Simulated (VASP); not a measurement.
ZnO, 8 atoms in the cell. The structure is tetragonal, space group P4_2/mnm (No. 136). The conventional cell has a = 5.513 Å, b = 5.513 Å, c = 3.249 Å, α = 90.00°, β = 90.00°, γ = 90.00°. Within 2.6 Å of Zn (site symmetry m2m) lie 4 O at 1.94 to 2.01 Å. Within 2.6 Å of O (site symmetry m2m) lie 4 Zn at 1.94 to 2.01 Å. 

* Program: VASP 6.6.1
* Task: single point
* Functional: PBE
* Potentials or basis: VASP PAW PBE potentials, release 64 (Zn, O)
* Cutoff: 520 eV
* k mesh: 6 × 6 × 8
* Occupations: fermi-dirac, width 0.02 eV
* Spin: no spin polarisation
* Dipole correction: no
* Further INCAR settings: ALGO = Normal; EDIFF = 1e-06; NBANDS = 46

Potentials or basis: VASP PAW PBE potentials, release 64 (Zn, O).

The run is started by

```console
$ cat potpaw_PBE.64/Zn/POTCAR potpaw_PBE.64/O/POTCAR > POTCAR
$ mpirun -np 1 vasp_std > vasp.out
```

Hardware: 1 thread of Intel Xeon 8259CL, on a shared host.

Q: Estimate the wall time of this run.

A: Wall time 5.5 min on 1 thread of Intel Xeon 8259CL, on a shared host, peak memory 0.3 GiB. Counts: scf iterations 16, k points 50.
